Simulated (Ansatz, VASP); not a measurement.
## One calculation of Ni, two programs

INCAR

```
PREC = Accurate
ENCUT = 600
EDIFF = 1E-7
ISMEAR = -1
SIGMA = 0.1
LREAL = False
LASPH = True
NELM = 60
ALGO = Normal
ISIF = 3
LWAVE = False
LCHARG = False
GGA = CA
IBRION = 2
NSW = 80
EDIFFG = -0.01
```

The input KPOINTS:

```
regular mesh
0
Gamma
  14 14 8
```

The input POSCAR:

```
Ni
1.0
    2.4917559660      0.0000000000      0.0000000000
   -1.2458779830      2.1579239666      0.0000000000
    0.0000000000      0.0000000000      4.0690374925
Ni
2
Direct
    0.3333333333      0.6666666667      0.2500000000
    0.6666666667      0.3333333333      0.7500000000
```

Input for Ansatz:

```yaml
crystal:
  lattice:
    - [2.491755966, 0.0, 0.0]
    - [-1.245877983, 2.1579239666, 0.0]
    - [0.0, 0.0, 4.0690374925]
  atoms:
    - { symbol: Ni, position: [0.3333333333, 0.6666666667, 0.25] }
    - { symbol: Ni, position: [0.6666666667, 0.3333333333, 0.75] }
hamiltonian:
  xc: lda
  pseudopotentials:
    kind: paw
    azcp:
      Ni: "pseudopotentials/Ni.paw.azcp"
basis:
  ecutwfc: 420
  fft_grid_basis: typed
kpoints:
  mp_grid: { grid: [14, 14, 8], shift: [0, 0, 0] }
magnetization:
  spin_polarized: false
scf:
  occupations: { method: fermi_dirac, width: 0.1 }
relax:
  max_steps: 60
  f_tol: 0.01
  cell: {}
```

Alike in both runs: task relaxation of cell and atoms; functional LDA; k mesh 14 × 14 × 8; occupations fermi-dirac, width 0.1 eV; no spin polarisation.

|  | VASP | Ansatz |
| --- | --- | --- |
| version | VASP 6.6.1 | Ansatz 0.2.0 |
| potentials or method | VASP PAW LDA potentials, release 64 (Ni), cutoff 600 eV | plane waves (420 eV) with PAW, scalar-relativistic |
| valence electrons in the cell | 20 | 36 |

```tsv
	VASP	Ansatz	Ansatz less VASP
relaxed volume (Å³/atom)	10.04	10.04	+0.008
relaxed cell length with the largest relative difference (Å)	2.416	2.416	+0.0006
```

Ansatz warns that its potentials were made for another functional, while VASP's fit it. LDA's correlation is that of Perdew and Zunger in VASP and of Perdew and Wang (1992) in Ansatz. VASP's potentials hold 20 valence electrons a cell and Ansatz's 36, so a difference there can come from the potentials and not from the codes.
